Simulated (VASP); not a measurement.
Write the native input for VASP 6.6.1 that does the following.

```yaml
Task: single point
Functional: LDA
Potentials_or_basis: VASP PAW LDA potentials, release 64 (Sb)
Cutoff: 520 eV
k_mesh: 7 × 7 × 7
Occupations: fermi-dirac, width 0.05 eV
Spin: no spin polarisation
Dipole_correction: no
Further_INCAR_settings: ALGO = Normal; EDIFF = 1e-06; NBANDS = 18
```

The structure of Sb lies in POSCAR:

```
Sb
1.0
   -4.0567002343      4.0567002343      2.0389009140
    4.0567002343     -4.0567002343      2.0389009140
    4.0567002343      4.0567002343     -2.0389009140
Sb
4
Direct
    0.6512630600      0.1512630600      0.8025261200
    0.1512630600      0.3487369400      0.5000000000
    0.3487369400      0.8487369400      0.1974738800
    0.8487369400      0.6512630600      0.5000000000
```

These files were run (other wordings do the same):

INCAR

```
PREC = Accurate
ENCUT = 520
EDIFF = 1E-6
ISMEAR = -1
SIGMA = 0.05
LREAL = F
LASPH = T
NELM = 60
ALGO = Normal
ISIF = 2
LWAVE = F
LCHARG = T
LELF = T
LVHAR = T
NBANDS = 18
```

KPOINTS

```
Automatic mesh
0
Gamma
  7 7 7
```

Potentials or basis: VASP PAW LDA potentials, release 64 (Sb).

Launch:

```sh
$ cat potpaw_LDA.64/Sb/POTCAR > POTCAR
$ mpirun -np 1 vasp_std > vasp.out
```

Results of the run:

The pressure is -2.6 GPa and the largest force is 0.074 eV/Å. The band gap on the k mesh is zero (bands 10 and 11 overlap by 1.53 eV).

Caveat: spin-orbit coupling is left out, which moves the levels of the heavy elements.

It took 2.8 min on 1 thread of Intel Xeon 8259CL, on a shared host, peak memory 0.27 GiB.
